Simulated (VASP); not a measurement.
# TaAg3Sn (Pm-3m) in VASP: single point with PBE

Aim: the single point of TaAg3Sn with PBE.

Program: VASP 6.6.1. These are calculated values, not measurements. Logs are shortened: lines on timing, memory, paths and dates and some standing lists are left out, and cuts for length are marked.

## 1. The cell of the first run

It takes space group Pm-3m (No. 221, cubic). Conventional cell: a = 5.255 Å, b = 5.255 Å, c = 5.255 Å, α = 90.00°, β = 90.00°, γ = 90.00°. Sn (site symmetry m-3m) has 6 Ag at 2.63 Å within 3.5 Å. Within 3.5 Å of Ag (site symmetry 4/mmm) lie 2 Sn at 2.63 Å. Ta (site symmetry m-3m) has 12 Ag at 3.72 Å and 8 Sn at 4.55 Å within 4.9 Å.

## 2. Single point, PBE

Contents of INCAR:

```
SYSTEM = TaAg3Sn
PREC = Accurate
ENCUT = 520
EDIFF = 1E-7
ISMEAR = 0
SIGMA = 0.2371
LREAL = .FALSE.
LASPH = .TRUE.
NELM = 100
ALGO = Normal
ISIF = 2
LWAVE = .FALSE.
LCHARG = .FALSE.
GGA = PE
NBANDS = 37
```

Contents of KPOINTS:

```
regular mesh
0
G
  7 7 7
  0 0 0
```

Contents of POSCAR:

```
TaAg3Sn
1.0
    5.2552770000      0.0000000000      0.0000000000
    0.0000000000      5.2552770000      0.0000000000
    0.0000000000      0.0000000000      5.2552770000
Sn Ag Ta
1 3 1
Direct
    0.5000000000      0.5000000000      0.5000000000
    0.0000000000      0.5000000000      0.5000000000
    0.5000000000      0.0000000000      0.5000000000
    0.5000000000      0.5000000000      0.0000000000
    0.0000000000      0.0000000000      0.0000000000
```

Potentials or basis: VASP PAW PBE potentials, release 64 (Sn_d, Ag, Ta_pv).

The run is started by

```sh
$ cat potpaw_PBE.64/Sn_d/POTCAR potpaw_PBE.64/Ag/POTCAR potpaw_PBE.64/Ta_pv/POTCAR > POTCAR
$ mpirun -np 1 vasp_std > vasp.out
```

OUTCAR:

```text
SYSTEM = TaAg3Sn
   PREC = Accurate
   ENCUT = 520
   EDIFF = 1E-7
   ISMEAR = 0
   LREAL = .FALSE.
   LASPH = .TRUE.
   NELM = 100
   ISIF = 2
   GGA = PE

 ion  position               nearest neighbor table
   1  0.500  0.500  0.500-   2 2.63   3 2.63   4 2.63   4 2.63   3 2.63   2 2.63
   2  0.000  0.500  0.500-   1 2.63   1 2.63
   3  0.500  0.000  0.500-   1 2.63   1 2.63
   4  0.500  0.500  0.000-   1 2.63   1 2.63
   5  0.000  0.000  0.000-

  LATTYP: Found a simple cubic cell.
 ALAT       =     5.2552770000

  Lattice vectors:

 A1 = (   5.2552770000,   0.0000000000,   0.0000000000)
 A2 = (   0.0000000000,   5.2552770000,   0.0000000000)
 A3 = (   0.0000000000,   0.0000000000,   5.2552770000)

Analysis of symmetry for initial positions (statically):
=====================================================================
 Subroutine PRICEL returns:
 Original cell was already a primitive cell.

 Routine SETGRP: Setting up the symmetry group for a
 simple cubic supercell.

 Subroutine GETGRP returns: Found 48 space group operations
 (whereof 48 operations were pure point group operations)
 out of a pool of 48 trial point group operations.

The static configuration has the point symmetry O_h .

Analysis of symmetry for dynamics (positions and initial velocities):
=====================================================================
 Subroutine PRICEL returns:
 Original cell was already a primitive cell.

 Routine SETGRP: Setting up the symmetry group for a
 simple cubic supercell.

 Subroutine GETGRP returns: Found 48 space group operations
 (whereof 48 operations were pure point group operations)
 out of a pool of 48 trial point group operations.

The dynamic configuration has the point symmetry O_h .

 Subroutine INISYM returns: Found 48 space group operations
 (whereof 48 operations are pure point group operations),
 and found     1 'primitive' translations

----------------------------------------------------------------------------------------

                                     Primitive cell

  volume of cell :     145.1399

  direct lattice vectors                    reciprocal lattice vectors
     5.255277000  0.000000000  0.000000000     0.190284927  0.000000000  0.000000000
     0.000000000  5.255277000  0.000000000     0.000000000  0.190284927  0.000000000
     0.000000000  0.000000000  5.255277000     0.000000000  0.000000000  0.190284927

  length of vectors
     5.255277000  5.255277000  5.255277000     0.190284927  0.190284927  0.190284927

  position of ions in fractional coordinates (direct lattice)
     0.500000000  0.500000000  0.500000000
     0.000000000  0.500000000  0.500000000
     0.500000000  0.000000000  0.500000000
     0.500000000  0.500000000  0.000000000
     0.000000000  0.000000000  0.000000000

  ion indices of the primitive-cell ions
   primitive index   ion index
                 1           1
                 2           2
                 3           3
                 4           4
                 5           5

----------------------------------------------------------------------------------------

 KPOINTS: regular mesh

Automatic generation of k-mesh.
 Grid dimensions read from file:
 generate k-points for:    7    7    7

 Generating k-lattice:

  Cartesian coordinates                     Fractional coordinates (reciprocal lattice)
     0.027183561  0.000000000  0.000000000     0.142857143  0.000000000  0.000000000
     0.000000000  0.027183561  0.000000000     0.000000000  0.142857143  0.000000000
     0.000000000  0.000000000  0.027183561     0.000000000  0.000000000  0.142857143

  Length of vectors
     0.027183561  0.027183561  0.027183561

  Shift w.r.t. Gamma in fractional coordinates (k-lattice)
     0.000000000  0.000000000  0.000000000

 Subroutine IBZKPT returns following result:
 ===========================================

 Found     20 irreducible k-points:

 Following reciprocal coordinates:
            Coordinates               Weight
  0.000000  0.000000  0.000000      1.000000
  0.142857  0.000000  0.000000      6.000000
  0.285714  0.000000  0.000000      6.000000
  0.428571  0.000000  0.000000      6.000000
  0.142857  0.142857  0.000000     12.000000
  0.285714  0.142857  0.000000     24.000000
[... 12 lines left out ...]
  0.428571  0.428571  0.285714     24.000000
  0.428571  0.428571  0.428571      8.000000
   k-points           NKPTS =     20   k-points in BZ     NKDIM =     20   number of bands    NBANDS=     37
   number of dos      NEDOS =    301   number of ions     NIONS =      5
   total plane-waves  NPLWV =  64000
   dimension x,y,z NGX =    40 NGY =   40 NGZ =   40
   dimension x,y,z NGXF=    80 NGYF=   80 NGZF=   80
   ions per type =               1   3   1
   NGX,Y,Z   is equivalent  to a cutoff of  12.65, 12.65, 12.65 a.u.
   NGXF,Y,Z  is equivalent  to a cutoff of  25.31, 25.31, 25.31 a.u.
 SYSTEM =  TaAg3Sn
   PREC   = accura    normal or accurate (medium, high low for compatibility)
   ISTART =      0    job   : 0-new  1-cont  2-samecut
   ICHARG =      2    charge: 1-file 2-atom 10-const
   ISPIN  =      1    spin polarized calculation?
   LNONCOLLINEAR =      F non collinear calculations
   LSORBIT =      F    spin-orbit coupling
   LASPH  =      T    aspherical Exc in radial PAW
   ENCUT  =  520.0 eV  38.22 Ry    6.18 a.u.   9.77  9.77  9.77*2*pi/ulx,y,z
   NELM   =    100;   NELMIN=  2; NELMDL= -5     # of ELM steps
   EDIFF  = 0.1E-06   stopping-criterion for ELM
   LREAL  =      F    real-space projection
   EDIFFG = 0.1E-05   stopping-criterion for IOM
   NSW    =      0    number of steps for IOM
   IBRION =     -1    ionic relax: 0-MD 1-quasi-New 2-CG
   NFREE  =      0    steps in history (QN), initial steepest desc. (CG)
   ISIF   =      2    stress and relaxation
   ISYM   =      2    0-nonsym 1-usesym 2-fastsym
   POTIM  = 0.5000    time-step for ionic-motion
   TEBEG  =    0.0;   TEEND  =   0.0 temperature during run
   PSTRESS=    0.0 pullay stress
   NELECT =      58.0000    total number of electrons
   NUPDOWN=      -1.0000    fix difference up-down
   EMIN   =  10.00;   EMAX   =-10.00  energy-range for DOS
   EFERMI =   0.00;   METHOD = LEGACY
   ISMEAR =     0;   SIGMA  =   0.24  broadening in eV -4-tet -1-fermi 0-gaus
   EFERMI_NEDOS =   21; number of points for ismear=-14 and -15
   IALGO  =     38    algorithm
   IMIX   =      4    mixing-type and parameters
     AMIX     =   0.40;   BMIX     =  1.00
     AMIX_MAG =   1.60;   BMIX_MAG =  1.00
  volume/ion in A,a.u.               =      29.03       195.89
  Fermi-wavevector in a.u.,A,eV,Ry     =   1.205837  2.278701 19.783449  1.454042
  Thomas-Fermi vector in A             =   2.341522
   LORBIT       =      0    0 simple, 1 ext, 2 COOP (PROOUT), +10 PAW based schemes
   GGA     = PE    functional components
   LHFCALC =     F    Hartree Fock is set to
   AEXX    =    0.0000 exact exchange contribution
   IVDW    =     0    specifies the selected vdW correction
   LEPSILON=     F    determine dielectric tensor
   LRPA    =     F    only Hartree local field effects (RPA)
 non-spin polarized calculation
 Gauss-broadening in eV      SIGMA  =   0.24
  energy-cutoff  :      520.00
  volume of cell :      145.14
 maximum number of plane-waves:      3920
 NGX is ok and might be reduce to    40
   NGX = 19   NGY = 19   NGZ = 19

 number of electron      58.0000021 magnetization

 Free energy of the ion-electron system (eV)
  ---------------------------------------------------
  ext. energy  EPLUGINS =         0.00000000
  ---------------------------------------------------
  free energy    TOTEN  =       -16.12785306 eV

  energy without entropy =      -15.87386013  energy(sigma->0) =      -16.00085660

 E-fermi :   3.9713     XC(G=0):  -9.6203

 val. band max:        3.9697892913   @ k =   0.2857   0.1429   0.0000
 cond. band min:       3.9931706584   @ k =   0.2857   0.2857   0.1429
 fundamental gap:      0.0233813672
 Fermi energy:         3.9712970619

 k-point     1 :       0.0000    0.0000    0.0000
  band No.  band energies     occupation
      1     -31.9527      2.00000
      2     -31.9527      2.00000
      3     -31.9527      2.00000
      4     -17.5046      2.00000
      5     -17.5046      2.00000
      6     -17.3900      2.00000
[... 29 lines left out ...]
     36       7.9103      0.00000
     37       7.9103      0.00000

 k-point     2 :       0.1429    0.0000    0.0000
  band No.  band energies     occupation
      1     -31.9527      2.00000
      2     -31.9527      2.00000
      3     -31.9527      2.00000
      4     -17.5046      2.00000
      5     -17.4998      2.00000
      6     -17.3900      2.00000
[... 29 lines left out ...]
     36       7.4063      0.00000
     37       7.8098      0.00000

 k-point     3 :       0.2857    0.0000    0.0000
  band No.  band energies     occupation
      1     -31.9529      2.00000
      2     -31.9527      2.00000
      3     -31.9527      2.00000
      4     -17.5046      2.00000
      5     -17.4888      2.00000
      6     -17.3900      2.00000
[... 29 lines left out ...]
     36       7.4143      0.00000
     37       7.4143      0.00000

 k-point     4 :       0.4286    0.0000    0.0000
  band No.  band energies     occupation
      1     -31.9530      2.00000
      2     -31.9527      2.00000
      3     -31.9527      2.00000
      4     -17.5046      2.00000
      5     -17.4800      2.00000
      6     -17.3900      2.00000
[... 29 lines left out ...]
     36       6.9721      0.00000
     37       6.9721      0.00000
[... 523 lines left out ...]
      1     -31.9529      2.00000
      2     -31.9528      2.00000
      3     -31.9528      2.00000
      4     -17.4807      2.00000
      5     -17.4719      2.00000
      6     -17.3869      2.00000
[... 29 lines left out ...]
     36       7.4713      0.00000
     37       8.6403      0.00000

 k-point    19 :       0.4286    0.4286    0.2857
  band No.  band energies     occupation
      1     -31.9529      2.00000
      2     -31.9529      2.00000
      3     -31.9528      2.00000
      4     -17.4763      2.00000
      5     -17.4674      2.00000
      6     -17.3861      2.00000
[... 29 lines left out ...]
     36       6.5188      0.00000
     37       9.0480      0.00000

 k-point    20 :       0.4286    0.4286    0.4286
  band No.  band energies     occupation
      1     -31.9529      2.00000
      2     -31.9529      2.00000
      3     -31.9529      2.00000
      4     -17.4674      2.00000
      5     -17.4674      2.00000
      6     -17.3853      2.00000
[... 29 lines left out ...]
     36       5.6300      0.00000
     37      11.0921      0.00000

------------------------ aborting loop because EDIFF is reached ----------------------------------------

  FORCE on cell =-STRESS in cart. coord.  units (eV):
  Direction    XX          YY          ZZ          XY          YZ          ZX
  --------------------------------------------------------------------------------------
  -------------------------------------------------------------------------------------
  Total       -5.1699112     -5.1699112     -5.1699112     -0.0000000     -0.0000000      0.0000000
  in kB      -57.0698633    -57.0698633    -57.0698633     -0.0000000     -0.0000000      0.0000000
  external PRESSURE =     -57.0698633 kB  Pullay stress =       0.0000000 kB

 VOLUME and BASIS-vectors are now :
 -----------------------------------------------------------------------------
  energy-cutoff  :      520.00
  volume of cell :      145.14
      direct lattice vectors                 reciprocal lattice vectors
     5.255277000  0.000000000  0.000000000     0.190284927  0.000000000  0.000000000
     0.000000000  5.255277000  0.000000000     0.000000000  0.190284927  0.000000000
     0.000000000  0.000000000  5.255277000     0.000000000  0.000000000  0.190284927

 POSITION                                       TOTAL-FORCE (eV/Angst)
 -----------------------------------------------------------------------------------
      2.62764      2.62764      2.62764         0.000000      0.000000      0.000000
      0.00000      2.62764      2.62764         0.000000      0.000000      0.000000
      2.62764      0.00000      2.62764         0.000000      0.000000      0.000000
      2.62764      2.62764      0.00000         0.000000      0.000000      0.000000
      0.00000      0.00000      0.00000         0.000000      0.000000      0.000000
 -----------------------------------------------------------------------------------
    total drift:                               -0.000000      0.000000     -0.000000

  FREE ENERGIE OF THE ION-ELECTRON SYSTEM (eV)
  ---------------------------------------------------
  free  energy   TOTEN  =       -16.1278530625 eV

  energy  without entropy=      -15.8738601295  energy(sigma->0) =      -16.00085660
```

Run time: 96 s. Hardware: 1 thread of AMD EPYC 7R13 (Zen 3), shared host; peak memory 0.27 GiB.

Results:

| Item | Value |
| --- | --- |
| Free energy | -16.1279 eV |
| Pressure | -5.7 GPa |
| Band gap on the k mesh | zero (band 29 reaches 4.08 eV, above the bottom of band 30 at 3.62 eV) |

Caveat: spin-orbit coupling is left out, which moves the levels of the heavy elements.
